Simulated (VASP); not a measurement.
Crystal: WSeS.

```xyz
6
Lattice="3.2481 0.0000 0.0000 -1.6241 2.8129 0.0000 0.0000 0.0000 13.4588" Properties=species:S:1:pos:R:3 pbc="T T T"
W     0.0000    1.8753    3.4568
W     1.6241    0.9376   10.0019
Se    0.0000    1.8753   11.6994
Se    1.6241    0.9376    1.7594
S     1.6241    0.9376    4.9829
S     0.0000    1.8753    8.4758
```

```yaml
Program: VASP 6.6.1
Task: relaxation of cell and atoms
Functional: PBEsol
Potentials_or_basis: VASP PAW PBE potentials, release 64 (W_sv, Se, S)
Cutoff: 600 eV
k_mesh: 12 × 12 × 2
Occupations: gaussian, width 0.02 eV
Spin: no spin polarisation
```

At the start: pressure -2.4 GPa; volume 20.49 Å³/atom.

**Question.** How do energy, volume and symmetry change on relaxing?

**Answer.** Over 52 steps the energy falls by 6.1 meV/atom and the volume is 19.35 Å³/atom (-5.6 %); space group P-3m1 (No. 164, to 0.05 Å).

Step by step:
```csv
step,energy change (eV),largest force (eV/Å),pressure (GPa),volume (Å³)
1,0.0000,0.0960,-2.42,122.97
3,-0.0213,0.2320,0.26,120.68
5,-0.0280,0.0438,-0.08,120.35
7,-0.0285,0.1066,0.07,119.93
9,-0.0289,0.1122,0.04,119.79
11,-0.0306,0.1360,0.00,119.16
13,-0.0340,0.2308,-0.15,116.62
15,-0.0362,0.0210,0.11,115.72
17,-0.0363,0.0121,0.07,115.73
19,-0.0363,0.0212,-0.07,115.83
21,-0.0363,0.0192,-0.02,115.81
23,-0.0363,0.0206,-0.03,115.83
25,-0.0363,0.0114,-0.02,115.82
27,-0.0364,0.0058,0.02,115.82
29,-0.0364,0.0058,0.01,115.82
31,-0.0364,0.0070,0.03,115.84
33,-0.0364,0.0188,-0.04,115.92
35,-0.0364,0.0276,-0.09,115.98
37,-0.0364,0.0227,-0.06,115.95
39,-0.0364,0.0225,-0.03,115.95
41,-0.0364,0.0172,0.01,115.97
43,-0.0365,0.0148,0.05,116.01
45,-0.0365,0.0246,-0.04,116.18
47,-0.0365,0.0140,-0.01,116.10
49,-0.0365,0.0140,0.02,116.09
51,-0.0365,0.0092,0.00,116.10
52,-0.0365,0.0031,-0.01,116.11
```

Final structure:
```
CELL_PARAMETERS angstrom
3.20958 0.00000 0.00000
-1.60479 2.77958 0.00000
0.00000 0.00000 13.01453
ATOMIC_POSITIONS crystal
W 0.33333 0.66667 0.25759
W 0.66667 0.33333 0.74241
Se 0.33333 0.66667 0.87386
Se 0.66667 0.33333 0.12614
S 0.66667 0.33333 0.37546
S 0.33333 0.66667 0.62454
```

Caveat: the PAW data sets were made with another functional, which shifts forces and pressure a little; this functional lacks dispersion, which binds the layers, so the pressure and a relaxed spacing across them are unreliable.
